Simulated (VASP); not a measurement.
Write the native input for VASP 6.6.1 that does the following.

| Property | Result |
| --- | --- |
| Task | single point |
| Functional | PBE |
| Potentials or basis | VASP PAW PBE potentials, release 64 (Ti_sv, Al, H) |
| Cutoff | 400 eV |
| k mesh | 4 × 4 × 4, shifted |
| Occupations | gaussian, width 0.1 eV |
| Spin | no spin polarisation |
| Dipole correction | no |
| Further INCAR settings | ALGO = Normal; EDIFF = 1e-06; NBANDS = 69 |

The structure of Ti5Al15H (a cell with a defect) lies in POSCAR:

```
Ti5Al15H
1.0
   -5.7680202880     -1.9226734293      4.3114047964
   -1.9226734293      5.7680202880     -4.3114047964
    1.9226734293     -5.7680202880     -4.3114047964
Ti Al H
5 15 1
Direct
    0.8009569262      0.2017483156      0.6015196903
    0.3997765238      0.6015259643      0.8005728197
    0.6002236170      0.4007907184      0.2017423547
    0.1990506522      0.8005741923      0.4007970964
    1.0000093987      0.9994258390      0.9994271393
    0.3994490631      0.0975918942      0.2987421749
    0.0000006241      0.4944991919      0.4945015844
    0.2011491885      0.2987484806      0.8992985180
    0.7988491839      0.6981413981      0.0975814266
    0.6005640284      0.8993019050      0.6981499600
    0.7013869227      0.0491191724      0.1526978649
    0.2986025038      0.4513185336      0.3477238737
    0.4999994723      0.2508045232      0.7508073242
    0.1020456189      0.6439120869      0.9538655044
    0.8979427154      0.8517998875      0.5418334673
    0.4999920347      0.7508082084      0.2507962015
    0.1035879505      0.1527122878      0.4513206689
    0.3099539375      0.9538697004      0.8518199206
    0.8964062090      0.3477178140      0.0491071445
    0.6900321603      0.5418383817      0.6438960151
    0.0000388001      0.7908890938      0.7908947110
```

The input as run:

INCAR

```
SYSTEM = Ti5Al15H
  ALGO = Normal
  EDIFF = 1E-6
  ENCUT = 400
  GGA = PE
  GGA_COMPAT = .FALSE.
  ISIF = 2
  ISMEAR = 0
  LASPH = .TRUE.
  LCHARG = .TRUE.
  LELF = .TRUE.
  LREAL = .FALSE.
  LVHAR = .TRUE.
  LWAVE = .FALSE.
  NBANDS = 69
  NELM = 120
  PREC = Accurate
  SIGMA = 0.1
```

KPOINTS

```
Automatic mesh
0
Gamma
  4 4 4
  0.5 0.5 0.5
```

Potentials or basis: VASP PAW PBE potentials, release 64 (Ti_sv, Al, H).

The run is started by

```sh
$ cat potpaw_PBE.64/Ti_sv/POTCAR potpaw_PBE.64/Al/POTCAR potpaw_PBE.64/H/POTCAR > POTCAR
$ mpirun -np 1 vasp_std > vasp.out
```

Results of the run:

- Pressure: 0.4 GPa
- Largest force: 0.009 eV/Å
- Band gap on the k mesh: zero (bands 53 and 54 overlap by 0.45 eV)

It took 13 min on 1 thread of Intel(R) Xeon(R) Platinum 8259CL CPU @ 2.50GHz (Skylake/Cascade Lake), with other jobs on the host, peak memory 0.57 GiB.
